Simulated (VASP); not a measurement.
Set up this calculation in VASP 6.6.1, as the native input.

```
Task                   : single point
Functional             : PBEsol
Potentials or basis    : VASP PAW PBE potentials, release 64 (Te)
Cutoff                 : 520 eV
k mesh                 : 7 × 7 × 5
Occupations            : fermi-dirac, width 0.05 eV
Spin                   : no spin polarisation
Dipole correction      : no
Further INCAR settings : ALGO = Normal; EDIFF = 1e-06; NBANDS = 16
```

The structure of Te lies in POSCAR:

```
Te
1.0
    3.8202894285     -2.1482026000      0.0000000000
    3.8202894285      2.1482026000      0.0000000000
   -0.0942908673      0.0000000000      5.9760906531
Te
3
Direct
    0.0000000000      0.0000000000      0.0000000000
    0.3094466100      0.3094466100      0.3388094900
    0.6905533900      0.6905533900      0.6611905100
```

These files were run (other wordings do the same):

INCAR

```
  PREC = Accurate
  ENCUT = 520
  EDIFF = 1E-6
  ISMEAR = -1
  SIGMA = 0.05
  LREAL = F
  LASPH = T
  NELM = 100
  ALGO = Normal
  ISIF = 2
  LWAVE = F
  LCHARG = F
  GGA = PS
  NBANDS = 16
```

KPOINTS

```
regular mesh
0
Gamma
  7 7 5
```

Potentials or basis: VASP PAW PBE potentials, release 64 (Te).

Run with:

```sh
$ cat potpaw_PBE.64/Te/POTCAR > POTCAR
$ mpirun -np 1 vasp_std > vasp.out
```

Results of the run:

The pressure is -1.8 GPa, the largest force is 0.097 eV/Å and the band gap on the k mesh is 0.03 eV (least direct gap 0.19 eV).

Caveat: the PAW data sets were made with another functional, which shifts forces and pressure a little; spin-orbit coupling is left out, which moves the levels of the heavy elements; an odd mesh through Γ misses points on the zone boundary, where band edges can lie.

Wall time 40 s on 1 thread of Intel(R) Xeon(R) 6975P-C (Granite Rapids) (shared host), peak memory 0.27 GiB.
